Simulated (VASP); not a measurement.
Runs of VASP 6.6.1 on GaSb. The structure is that of space group Pm-3m (No. 221), or close to it. The cells are those of the table. 

| task | level | cell | cutoff (eV) | gap on the mesh (eV) | pressure (GPa) |
| --- | --- | --- | --- | --- | --- |
| single point | PBE | a = 3.582 Å, 2 atoms | 520 | none | 1.9 |
| single point | r2SCAN | a = 3.582 Å, 2 atoms | 520 | none | (a) |
| single point | PBE | a = 3.625 Å, 2 atoms | 520 | none | 0.0 |
| relaxation of cell and atoms | PBE | relaxed from a = 3.377 Å, 2 atoms | 600 | - | 0.0 |

Alike in all rows: potentials or basis VASP PAW PBE potentials, release 64 (Ga_d, Sb); no spin polarisation; k mesh 8 × 8 × 8; smearing fermi-dirac 0.02 eV.

Task: Estimate the missing entries.

Result: (a) 0.3.

Caveats: spin-orbit coupling is left out, which moves the levels of the heavy elements; the PAW data sets were made with another functional, which shifts forces and pressure a little (some runs); the bands computed are all filled at some k points, so no gap is given (some runs).

A k mesh can miss the band edges, and the runs leave out spin-orbit coupling on Ga, Sb.

A gap of «none» marks levels without a gap at the run's occupations.
